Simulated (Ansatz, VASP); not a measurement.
Two plane-wave programs on Ca

The input INCAR:

```
PREC = Accurate
ENCUT = 520
EDIFF = 1E-6
ISMEAR = -1
SIGMA = 0.1
LREAL = F
LASPH = T
NELM = 60
ALGO = Normal
ISIF = 2
LWAVE = F
LCHARG = F
GGA = B5
ALDAX = 1.0
AGGAX = 1.0
AGGAC = 1.0
ALDAC = 0.0
NBANDS = 28
```

File KPOINTS:

```
Automatic mesh
0
Gamma
  11 11 3
```

The input POSCAR:

```
Ca
1.0
    4.0701939791      0.0000000000      0.0000000000
   -2.0350969895      3.5248913842      0.0000000000
    0.0000000000      0.0000000000     13.3382197536
Ca
4
Direct
    0.0000000000      1.0000000000      0.0000000000
    0.0000000000      1.0000000000      0.5000000000
    0.3333333333      0.6666666667      0.2500000000
    0.6666666667      0.3333333333      0.7500000000
```

Input for Ansatz:

```yaml
crystal:
  lattice:
    - [4.0701939791, 0.0, 0.0]
    - [-2.0350969895, 3.5248913842, 0.0]
    - [0.0, 0.0, 13.3382197536]
  atoms:
    - { symbol: Ca, position: [0.0, 1.0, 0.0] }
    - { symbol: Ca, position: [0.0, 1.0, 0.5] }
    - { symbol: Ca, position: [0.3333333333, 0.6666666667, 0.25] }
    - { symbol: Ca, position: [0.6666666667, 0.3333333333, 0.75] }
hamiltonian:
  xc: blyp
  pseudopotentials:
    kind: paw
    azcp:
      Ca: "pseudopotentials/Ca.paw.azcp"
basis:
  ecutwfc: 420
  fft_grid_basis: typed
kpoints:
  mp_grid: { grid: [11, 11, 3], shift: [0, 0, 0] }
magnetization:
  spin_polarized: false
scf:
  occupations: { method: fermi_dirac, width: 0.1 }
  lower_state_search: "off"
output:
  stress: true
```

Alike in both runs: task single point; functional BLYP; k mesh 11 × 11 × 3; occupations fermi-dirac, width 0.1 eV; no spin polarisation.

```csv
,VASP,Ansatz
version,VASP 6.6.1,Ansatz 0.2.0
potentials or method,"VASP PAW PBE potentials, release 64 (Ca_sv), cutoff 520 eV","plane waves (420 eV) with PAW, scalar-relativistic"
valence electrons in the cell,40,40
```

|  | VASP | Ansatz | Ansatz less VASP |
| --- | --- | --- | --- |
| pressure (GPa) | -1.5 | -1.5 | -0.01 |

VASP's potentials were made for PBE, not for BLYP.
